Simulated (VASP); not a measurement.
# WC (P1) in VASP: further runs, part 2 of 2

VASP 6.6.1. The steps go on from the part before.

## 4. Single point, PBEsol

Input file INCAR:

```
  PREC = Accurate
  ENCUT = 520
  EDIFF = 1E-6
  ISMEAR = -1
  SIGMA = 0.36
  LREAL = Auto
  LASPH = T
  NELM = 100
  ALGO = Normal
  ISIF = 2
  LWAVE = F
  LCHARG = F
  GGA = PS
  NBANDS = 86
```

Input file KPOINTS:

```
regular mesh
0
Gamma
  2 2 2
```

Input file POSCAR:

```
WC
1.0
   -2.8448200000     -4.9273730000      0.0000000000
    4.2672300000     -2.4636860000      0.0000000000
    0.0000000000      0.0000000000      5.5881200000
W C
8 8
Direct
    0.7968385511      0.5133686834      0.0378123591
    0.7941290507      0.4952051345      0.5345447127
    0.5359388109     -0.0395222550     -0.0290258620
    0.5145344056     -0.0726565552      0.5088294453
    0.2814778056      0.4831597291     -0.0173940431
    0.2735548143      0.5025775988      0.4910417099
    0.0545461470     -0.0044117683      0.0002147413
    0.0190765818      0.0047500232      0.5067715081
    0.5340825839      0.6719508478      0.2431050156
    0.5365821128      0.6196243292      0.7825708825
    0.2877077534      0.1650196430      0.2793068152
    0.2711744566      0.1802674141      0.6981596673
    0.0363669717      0.6711514234      0.2803268362
    0.0490055060      0.6319115313      0.7917689670
    0.7479543074      0.1281616816      0.2414049806
    0.8333252840      0.1957617551      0.7835909036
```

Potentials or basis: VASP PAW PBE potentials, release 64 (W_sv, C).

Command:

```sh
$ cat potpaw_PBE.64/W_sv/POTCAR potpaw_PBE.64/C/POTCAR > POTCAR
$ mpirun -np 1 vasp_std > vasp.out
```

OUTCAR:

```text
PREC = Accurate
   ENCUT = 520
   EDIFF = 1E-6
   ISMEAR = -1
   LREAL = Auto
   LASPH = T
   NELM = 100
   ISIF = 2
   GGA = PS

 ion  position               nearest neighbor table
   1  0.797  0.513  0.038-   9 2.04  14 2.07  13 2.07  10 2.12  16 2.12  15 2.23   3 2.68   2 2.78
                             5 2.78   7 2.80   2 2.81   7 2.95   5 2.95   3 3.12
   2  0.794  0.495  0.535-  16 2.04  10 2.11  14 2.15  13 2.16   9 2.37  15 2.45   4 2.66   6 2.74
                             8 2.74   1 2.78   1 2.81   8 2.82   6 2.97   4 3.22
   3  0.536  0.960  0.971-  10 1.98   9 2.08  15 2.10  16 2.30  12 2.40  11 2.45   4 2.59   1 2.68
                             7 2.75   5 2.76   5 2.96   7 2.96   4 3.01   1 3.12
   4  0.515  0.927  0.509-   9 1.95  12 2.14  10 2.16  11 2.16  15 2.23   6 2.50   3 2.59   2 2.66
                            16 2.72   8 2.84   8 2.90   3 3.01   6 3.15   2 3.22
   5  0.281  0.483  0.983-  14 1.85  10 1.95  12 2.18   9 2.25  11 2.28  13 2.36   7 2.73   6 2.75
                             3 2.76   1 2.78   7 2.84   6 2.84   1 2.95   3 2.96
   6  0.274  0.503  0.491-  12 1.97  13 1.97  11 2.04   9 2.19  14 2.21  10 2.29   4 2.50   2 2.74
                             5 2.75   5 2.84   8 2.85   8 2.87   2 2.97   4 3.15
   7  0.055  0.996  0.000-  16 2.01  14 2.14  11 2.21  13 2.24  12 2.28  15 2.30   5 2.73   3 2.75
                             8 2.77   1 2.80   5 2.84   8 2.84   1 2.95   3 2.96
   8  0.019  0.005  0.507-  12 1.99  13 2.08  16 2.10  11 2.14  15 2.22  14 2.44   2 2.74   7 2.77
                             2 2.82   7 2.84   4 2.84   6 2.85   6 2.87   4 2.90
   9  0.534  0.672  0.243-   4 1.95   1 2.04   3 2.08   6 2.19   5 2.25   2 2.37
  10  0.537  0.620  0.783-   5 1.95   3 1.98   2 2.11   1 2.12   4 2.16   6 2.29
  11  0.288  0.165  0.279-   6 2.04   8 2.14   4 2.16   7 2.21   5 2.28   3 2.45
  12  0.271  0.180  0.698-   6 1.97   8 1.99   4 2.14   5 2.18   7 2.28   3 2.40
  13  0.036  0.671  0.280-   6 1.97   1 2.07   8 2.08   2 2.16   7 2.24   5 2.36
  14  0.049  0.632  0.792-   5 1.85   1 2.07   7 2.14   2 2.15   6 2.21   8 2.44
  15  0.748  0.128  0.241-   3 2.10   8 2.22   1 2.23   4 2.23   7 2.30   2 2.45
  16  0.833  0.196  0.784-   7 2.01   2 2.04   8 2.10   1 2.12   3 2.30   4 2.72

  LATTYP: Found a simple orthorhombic cell.
 ALAT       =     4.9273725838
 B/A-ratio  =     1.1340973115
 C/A-ratio  =     1.1547006229

  Lattice vectors:

 A1 = (   4.2672300000,  -2.4636860000,   0.0000000000)
 A2 = (   0.0000000000,   0.0000000000,   5.5881200000)
[... 170 lines left out ...]
 non-spin polarized calculation
  energy-cutoff  :      520.00
  volume of cell :      156.66
 maximum number of plane-waves:      4248
   NGX = 21   NGY = 19   NGZ = 21

 number of electron     144.0000003 magnetization

 Free energy of the ion-electron system (eV)
  ---------------------------------------------------
  ext. energy  EPLUGINS =         0.00000000
  ---------------------------------------------------
  free energy    TOTEN  =      -182.08318558 eV

  energy without entropy =     -179.99847279  energy(sigma->0) =     -181.04082918

 E-fermi :  12.2660     XC(G=0): -14.2098

 val. band max:       12.2572809969   @ k =   0.0000   0.0000   0.5000
 cond. band min:      12.2936567216   @ k =   0.0000   0.5000   0.5000
 fundamental gap:      0.0363757247
 Fermi energy:        12.2659979885

 k-point     1 :       0.0000    0.0000    0.0000
  band No.  band energies     occupation
      1     -61.9089      2.00000
      2     -61.8584      2.00000
      3     -61.7998      2.00000
      4     -61.7871      2.00000
      5     -61.7603      2.00000
      6     -61.7476      2.00000
[... 685 lines left out ...]
     83      15.8075      0.00011
     84      15.9913      0.00006
 [bands above 84 left out]

------------------------ aborting loop because EDIFF is reached ----------------------------------------

  FORCE on cell =-STRESS in cart. coord.  units (eV):
  Direction    XX          YY          ZZ          XY          YZ          ZX
  --------------------------------------------------------------------------------------
  -------------------------------------------------------------------------------------
  Total       45.9423997     41.7367016     41.7598465      0.1171582     -5.4520999     -0.1675379
  in kB      469.8490241    426.8377066    427.0744069      1.1981668    -55.7581635     -1.7133960
  external PRESSURE =     441.2537125 kB  Pullay stress =       0.0000000 kB

 VOLUME and BASIS-vectors are now :
 -----------------------------------------------------------------------------
  energy-cutoff  :      520.00
  volume of cell :      156.66
      direct lattice vectors                 reciprocal lattice vectors
    -2.844820000 -4.927373000  0.000000000    -0.087879009 -0.152210932  0.000000000
     4.267230000 -2.463686000  0.000000000     0.175758053 -0.101473955  0.000000000
     0.000000000  0.000000000  5.588120000     0.000000000  0.000000000  0.178951060

 POSITION                                       TOTAL-FORCE (eV/Angst)
 -----------------------------------------------------------------------------------
     -0.07620     -5.19110      0.21130        -3.670256      3.389719     -1.897401
     -0.14600     -5.13300      2.98710        -0.303060      1.670792     -3.255310
      2.57393     -5.00709      5.42592         5.256304     -2.554298      4.235406
      2.49343     -4.81999      2.84340         6.904820     -7.096544     -1.045313
      1.26100     -2.57730      5.49092        -3.768953     -1.219420      7.095091
      1.36640     -2.58610      2.74400        -2.549933     -0.866350      0.492287
[... 8 lines left out ...]
     -1.58090     -4.00120      1.34900        -0.041917     -2.872503      1.690200
     -1.53530     -4.58840      4.37880        -0.377073      3.477047     -0.392324
 -----------------------------------------------------------------------------------
    total drift:                               -0.008864     -0.002551     -0.000315

  FREE ENERGIE OF THE ION-ELECTRON SYSTEM (eV)
  ---------------------------------------------------
  free  energy   TOTEN  =      -182.0831855796 eV

  energy  without entropy=     -179.9984727858  energy(sigma->0) =     -181.04082918
```

OSZICAR:

```text
N       E                     dE             d eps       ncg     rms          rms(c)
DAV:   1     0.194987202024E+04    0.19499E+04   -0.77572E+04  1376   0.195E+03
DAV:   2    -0.901563725922E+00   -0.19508E+04   -0.18875E+04  1376   0.626E+02
DAV:   3    -0.195110787919E+03   -0.19421E+03   -0.18395E+03  1600   0.174E+02
DAV:   4    -0.204585993013E+03   -0.94752E+01   -0.91986E+01  1616   0.337E+01
DAV:   5    -0.204870901147E+03   -0.28491E+00   -0.28355E+00  1616   0.555E+00    0.110E+02
DAV:   6    -0.183050384581E+03    0.21821E+02   -0.12909E+02  1728   0.387E+01    0.378E+01
DAV:   7    -0.182447658059E+03    0.60273E+00   -0.10472E+01  1656   0.154E+01    0.187E+01
DAV:   8    -0.182153800692E+03    0.29386E+00   -0.23917E+00  1704   0.979E+00    0.476E+00
DAV:   9    -0.182083970525E+03    0.69830E-01   -0.44326E-01  1696   0.446E+00    0.650E-01
DAV:  10    -0.182083639823E+03    0.33070E-03   -0.54463E-02  1656   0.129E+00    0.301E-01
DAV:  11    -0.182083377483E+03    0.26234E-03   -0.74137E-03  1752   0.467E-01    0.161E-01
DAV:  12    -0.182083205521E+03    0.17196E-03   -0.13209E-03  1680   0.244E-01    0.801E-02
DAV:  13    -0.182083185546E+03    0.19975E-04   -0.34760E-04  1760   0.114E-01    0.316E-02
DAV:  14    -0.182083187041E+03   -0.14958E-05   -0.55260E-05  1656   0.480E-02    0.170E-02
DAV:  15    -0.182083186031E+03    0.10104E-05   -0.98522E-06  1576   0.223E-02    0.885E-03
DAV:  16    -0.182083185580E+03    0.45124E-06   -0.28786E-06  1072   0.875E-03
   1 F= -.18208319E+03 E0= -.18104083E+03  d E =-.208471E+01
```

stdout:

```text
POSCAR found type information on POSCAR W C
 POSCAR found :  2 types and      16 ions
 scaLAPACK will be used
 -----------------------------------------------------------------------------
|                                                                             |
|                                                                             |
|     You enforced a specific xc type in the INCAR file but a different       |
|     I HOPE YOU KNOW WHAT YOU ARE DOING!                                     |
|                                                                             |
 -----------------------------------------------------------------------------

 LDA part: xc-table for (Slater+PW92), standard interpolation
 POSCAR, INCAR and KPOINTS ok, starting setup
 FFT: planning ... GRIDC
 FFT: planning ... GRID_SOFT
 FFT: planning ... GRID
 WAVECAR not read
 entering main loop
```

Wall time 5 min (1 thread of Intel Xeon 6975P-C (Granite Rapids), shared host); peak memory 0.28 GiB.

Results:

```yaml
Free_energy: -182.0832 eV
Pressure: 44.1 GPa
Largest_force: 9.956 eV/Å
Band_gap_on_the_k_mesh: zero (bands 72 and 73 overlap by 0.40 eV)
```

Forces on the atoms (eV/Å):
```
W   -3.670  3.390 -1.897
W   -0.303  1.671 -3.255
W    5.256 -2.554  4.235
W    6.905 -7.097 -1.045
W   -3.769 -1.219  7.095
W   -2.550 -0.866  0.492
W    0.481  1.168  2.164
W   -1.052  0.959 -1.454
C   -2.114  2.408 -0.091
C    0.005 -1.516 -3.485
C   -0.793  1.308 -3.271
C   -3.368 -0.130  5.710
C    0.440  1.052 -1.987
C    4.950  0.823 -4.509
C   -0.042 -2.873  1.690
C   -0.377  3.477 -0.392
```

Stress tensor (GPa, compression positive):
```
46.98  0.12 -0.17
 0.12 42.68 -5.58
-0.17 -5.58 42.71
```

Levels at points of the mesh, in eV from the Fermi level:
```csv
k point,band 70,band 71,band 72,band 73,band 74,band 75
"(0.00, 0.00, 0.00)",-0.78,-0.50,-0.03,0.27,0.57,0.96
"(0.50, 0.00, 0.00)",-0.80,-0.25,-0.14,0.16,0.58,0.91
"(0.00, 0.50, 0.00)",-0.65,-0.19,0.38,0.45,1.49,1.56
"(0.50, 0.50, 0.00)",-1.54,-1.05,-0.64,0.83,0.90,1.32
"(0.00, 0.00, 0.50)",-0.95,-0.24,-0.01,0.36,0.43,0.54
"(0.50, 0.00, 0.50)",-1.21,-0.92,-0.84,-0.02,0.33,0.51
"(0.00, 0.50, 0.50)",-1.31,-1.13,-0.62,0.03,0.37,0.95
"(0.50, 0.50, 0.50)",-1.59,-1.34,-0.98,0.27,0.89,1.20
```

Caveat: the k points lie up to 0.64 Å⁻¹ apart; so wide a smearing shifts energies and pressures; the PAW data sets were made with another functional, which shifts forces and pressure a little; spin-orbit coupling is left out, which moves the levels of the heavy elements.

## 5. Single point, PBEsol

This run uses another cell than the first one, of 10.20 Å³/atom.

Input file INCAR:

```
PREC = Accurate
ENCUT = 520
EDIFF = 1E-7
ISMEAR = -1
SIGMA = 0.36
LREAL = Auto
LASPH = True
NELM = 60
ALGO = Normal
ISIF = 2
LWAVE = False
LCHARG = False
GGA = PS
NBANDS = 86
```

KPOINTS is that of step 4.

Input file POSCAR:

```
WC
1.0
   -2.8834410000     -4.9942670000      0.0000000000
    4.3251620000     -2.4971330000      0.0000000000
    0.0000000000      0.0000000000      5.6639840000
W C
8 8
Direct
    0.7946278912      0.4722280093     -0.0161900175
    0.7785509842      0.4754286263      0.5028969008
    0.5325831289     -0.0375079523     -0.0259534631
    0.5136345532     -0.0219564193      0.4897789259
    0.2371084961      0.4978977341     -0.0011122913
    0.2876255788      0.5429510817      0.4932746985
    0.0485843979      0.0024253993      0.0186088096
    0.0422040143     -0.0212956682      0.4978474515
    0.5012907861      0.6284486929      0.2302972607
    0.5095873180      0.5919928470      0.7955177839
    0.2704423234      0.1882714413      0.2678503329
    0.2644967390      0.1611178359      0.7182576787
    0.0405756835      0.6464029762      0.2492238679
    0.0246242960      0.5969724844      0.7295041794
    0.7814495518      0.1766555050      0.2624301199
    0.7808903602      0.1058113618      0.7386496855
```

Command:

```sh
$ cat potpaw_PBE.64/W_sv/POTCAR potpaw_PBE.64/C/POTCAR > POTCAR
$ mpirun -np 1 vasp_std > vasp.out
```

Run time: 5.3 min. Hardware: 1 thread of Intel Xeon 6975P-C (Granite Rapids), shared host; peak memory 0.31 GiB.

The run converged. Its results:

```
Free energy            : -183.9379 eV
Pressure               : 23.0 GPa
Largest force          : 9.750 eV/Å
Band gap on the k mesh : zero (bands 72 and 73 overlap by 0.10 eV)
```

Forces on the atoms (eV/Å):
```
W    1.987  3.809  3.255
W    1.340  1.372 -1.310
W    1.645 -0.205  3.313
W    0.793 -4.138 -0.654
W   -6.208 -3.858 -0.630
W   -7.982  5.277  1.874
W    0.043  3.138 -2.831
W    3.089  3.171 -0.174
C    0.684 -5.094 -0.466
C    1.210 -3.239 -3.614
C   -1.571  0.035 -1.474
C   -1.304 -1.147  2.903
C    4.071  1.796  0.731
C    3.368 -1.153  0.384
C   -2.347  1.284 -1.815
C    1.181 -1.050  0.507
```

Stress tensor (GPa, compression positive):
```
20.54  5.31  2.72
 5.31 28.04  0.34
 2.72  0.34 20.49
```

Levels at points of the mesh, in eV from the Fermi level:
```
           k point  band 69  band 70  band 71  band 72  band 73  band 74  band 75  band 76
(0.00, 0.00, 0.00)    -0.92    -0.71    -0.58    -0.05     0.34     0.85     1.08     1.68
(0.50, 0.00, 0.00)    -1.15    -0.90    -0.67    -0.14     0.03     0.52     0.70     0.81
(0.00, 0.50, 0.00)    -1.13    -0.87    -0.32     0.13     0.99     1.21     1.78     1.91
(0.50, 0.50, 0.00)    -1.71    -1.46    -1.19    -0.30     0.77     1.18     1.25     1.45
(0.00, 0.00, 0.50)    -1.16    -0.72    -0.37    -0.12     0.16     0.42     0.88     1.08
(0.50, 0.00, 0.50)    -1.24    -1.19    -0.99    -0.70     0.13     0.23     0.47     0.74
(0.00, 0.50, 0.50)    -1.66    -1.35    -1.27    -0.87     0.22     0.65     1.06     1.11
(0.50, 0.50, 0.50)    -1.52    -1.31    -1.22    -0.97     0.51     0.88     1.20     1.61
```

Caveat: the k points lie up to 0.63 Å⁻¹ apart; the atoms stand as in a frame of molecular dynamics; so wide a smearing shifts energies and pressures; the PAW data sets were made with another functional, which shifts forces and pressure a little; spin-orbit coupling is left out, which moves the levels of the heavy elements.

## 6. Overview

| cell | gap on the mesh (eV) | pressure (GPa) | largest force (eV/Å) |
| --- | --- | --- | --- |
| a = 5.690, b = 4.927, c = 5.588 Å, 16 atoms, atomic positions A | none | 45.8 | 7.95 |
| a = 5.690, b = 4.927, c = 5.588 Å, 16 atoms, atomic positions B | none | 39.7 | 6.81 |
| a = 5.690, b = 4.927, c = 5.588 Å, 16 atoms, atomic positions C | none | 44.1 | 9.96 |
| a = 5.767, b = 4.994, c = 5.664 Å, 16 atoms, atomic positions D | none | 23.0 | 9.75 |

Alike in all rows: task single point; level PBEsol; potentials or basis VASP PAW PBE potentials, release 64 (W_sv, C); no spin polarisation; k mesh 2 × 2 × 2; cutoff (eV) 520; smearing fermi-dirac 0.36 eV.

Caveats: all runs use coarse meshes; so wide a smearing shifts energies and pressures; the PAW data sets were made with another functional, which shifts forces and pressure a little; spin-orbit coupling is left out, which moves the levels of the heavy elements; the atoms stand as in a frame of molecular dynamics (at least some runs).

Absolute energies hang on the potentials; compare differences alone.

The gap in the log of VASP goes by the Fermi energy; the results here count the filled bands.